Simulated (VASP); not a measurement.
Write the native input for VASP 6.6.1 that does the following.

```yaml
Task: single point
Functional: PBE
Potentials_or_basis: VASP PAW PBE potentials, release 64 (Sr_sv, Ta_sv_GW, O)
Cutoff: 700 eV
k_mesh: 4 × 4 × 4
Occupations: gaussian, width 0.1 eV
Spin: collinear spin
Starting_moments: "[0.0, 1.0, 1.0, 0.0, 0.0] μB"
Dipole_correction: no
Further_INCAR_settings: ALGO = Normal; EDIFF = 1e-06; NBANDS = 36
```

The structure of SrTa2O2 lies in POSCAR:

```
SrTa2O2
1.0
   -2.7365454400      2.7365454400      2.8722197900
    2.7365454400     -2.7365454400      2.8722197900
    2.7365454400      2.7365454400     -2.8722197900
Sr Ta O
1 2 2
Direct
    0.0000000000      0.0000000000      0.0000000000
    0.5000000000      0.0000000000      0.5000000000
    0.0000000000      0.5000000000      0.5000000000
    0.6455033900      0.6455033900      0.0000000000
    0.3544966100      0.3544966100      0.0000000000
```

The cell was generated, and may not be a known phase.

The input as run:

INCAR

```
SYSTEM = SrTa2O2
PREC     = Accurate       ! precision mode
ENCUT    = 700            ! plane-wave cutoff, eV
EDIFF    = 1E-6           ! SCF threshold, eV
ISMEAR   = 0              ! smearing method
SIGMA    = 0.1            ! smearing width, eV
LREAL    = .False.        ! projectors in reciprocal space
LASPH    = .True.         ! aspherical terms in the spheres
NELM     = 200            ! most SCF steps
ALGO     = Normal         ! electronic algorithm
ISIF     = 2              ! what is computed and relaxed
LWAVE    = .False.        ! write WAVECAR
LCHARG   = .False.        ! write CHGCAR
ISPIN    = 2              ! spin polarisation
MAGMOM   = 0 1 1 0 0      ! initial moments
LORBIT   = 11             ! projections on sites
LMAXMIX  = 4              ! l up to which the mixer works
GGA      = PE             ! functional
NBANDS   = 36             ! bands
GGA_COMPAT= .False.
```

KPOINTS

```
Automatic mesh
0
Gamma
  4 4 4
  0 0 0
```

Potentials or basis: VASP PAW PBE potentials, release 64 (Sr_sv, Ta_sv_GW, O).

Launch:

```sh
$ cat potpaw_PBE.64/Sr_sv/POTCAR potpaw_PBE.64/Ta_sv_GW/POTCAR potpaw_PBE.64/O/POTCAR > POTCAR
$ mpirun -np 1 vasp_std > vasp.out
```

Results of the run:

- Pressure: 8.8 GPa
- Largest force: 3.346 eV/Å
- Net moment: 1.06 μB per cell
- Site moments: Sr +0.04; Ta +0.32; O +0.07 μB
- Valence electrons inside the program's atomic spheres: Sr 8.66; Ta 11.72; O 4.85

Caveat: the k points lie up to 0.40 Å⁻¹ apart; a moment this small can come from the mesh or the smearing; forces of over 1 eV/Å act on the atoms, so gaps and moduli don't describe the material at rest.

Run time: 2.2 min on 1 thread of Intel(R) Xeon(R) Platinum 8488C (Sapphire Rapids), on a shared host, peak memory 0.38 GiB.
